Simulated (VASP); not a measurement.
Write the native input for VASP 6.6.1 that does the following.

```
Task                   : single point
Functional             : LDA
Potentials or basis    : VASP PAW LDA potentials, release 64 (Cs_sv)
Cutoff                 : 520 eV
k mesh                 : 9 × 9 × 9
Occupations            : fermi-dirac, width 0.05 eV
Spin                   : no spin polarisation
Dipole correction      : no
Further INCAR settings : ALGO = Normal; EDIFF = 1e-07; NBANDS = 10
```

The structure of Cs lies in POSCAR:

```
Cs
1.0
   -2.9922750000      2.9922750000      3.0225000000
    2.9922750000     -2.9922750000      3.0225000000
    2.9922750000      2.9922750000     -3.0225000000
Cs
1
Direct
    0.0000000000      0.0000000000      0.0000000000
```

This cell differs from its parent crystal: equal xx and yy strain of -1 %.

These files were run (other wordings do the same):

INCAR

```
PREC = Accurate ; ENCUT = 520
EDIFF = 1E-7 ; ISMEAR = -1
SIGMA = 0.05 ; LREAL = False
LASPH = True ; NELM = 80
ALGO = Normal ; ISIF = 2
LWAVE = False ; LCHARG = False
NBANDS = 10
```

KPOINTS

```
regular mesh
0
Gamma
  9 9 9
```

Potentials or basis: VASP PAW LDA potentials, release 64 (Cs_sv).

Run with:

```console
$ cat potpaw_LDA.64/Cs_sv/POTCAR > POTCAR
$ mpirun -np 1 vasp_std > vasp.out
```

It gave:

The pressure is -0.3 GPa.

Caveat: the cell differs from its parent crystal (equal xx and yy strain of -1 %).

It took 23 s on 1 thread of Intel(R) Xeon(R) 6975P-C (Granite Rapids), with other jobs on the host, peak memory 0.23 GiB.
